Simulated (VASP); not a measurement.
A run of VASP 6.6.1 is set up as follows.

Contents of INCAR:

```
SYSTEM = BN
PREC = Accurate
ENCUT = 520
EDIFF = 1E-6
ISMEAR = 0
SIGMA = 0.05
LREAL = .FALSE.
LASPH = .TRUE.
NELM = 100
ALGO = Normal
ISIF = 2
LWAVE = .FALSE.
LCHARG = .TRUE.
GGA = PS
LELF = .TRUE.
LVHAR = .TRUE.
NBANDS = 16
```

The input KPOINTS:

```
regular mesh
0
G
  12 12 4
  0 0 0
```

Contents of POSCAR:

```
BN
1.0
    2.5419167771      0.0000000000      0.0000000000
   -1.2709583886      2.2013645033      0.0000000000
    0.0000000000      0.0000000000      7.3156364845
B N
2 2
Direct
    0.3333333333      0.6666666667      0.2500000000
    0.6666666667      0.3333333333      0.7500000000
    0.3333333333      0.6666666667      0.7500000000
    0.6666666667      0.3333333333      0.2500000000
```

Potentials or basis: VASP PAW PBE potentials, release 64 (B, N).

The run is started by

```console
$ cat potpaw_PBE.64/B/POTCAR potpaw_PBE.64/N/POTCAR > POTCAR
$ mpirun -np 1 vasp_std > vasp.out
```

Task: What does it give for the pressure?

Result: -9.0 GPa.

Task: What does it give for the band gap on the k mesh?

Result: 4.25 eV, indirect (least direct gap 4.49 eV).

Stress tensor (GPa, compression positive):
```
-13.34   0.00   0.00
  0.00 -13.34   0.00
  0.00   0.00  -0.39
```

Caveat: the PAW data sets were made with another functional, which shifts forces and pressure a little; this functional lacks dispersion, which binds the layers, so the pressure and a relaxed spacing across them are unreliable. A k mesh can miss the band edges.
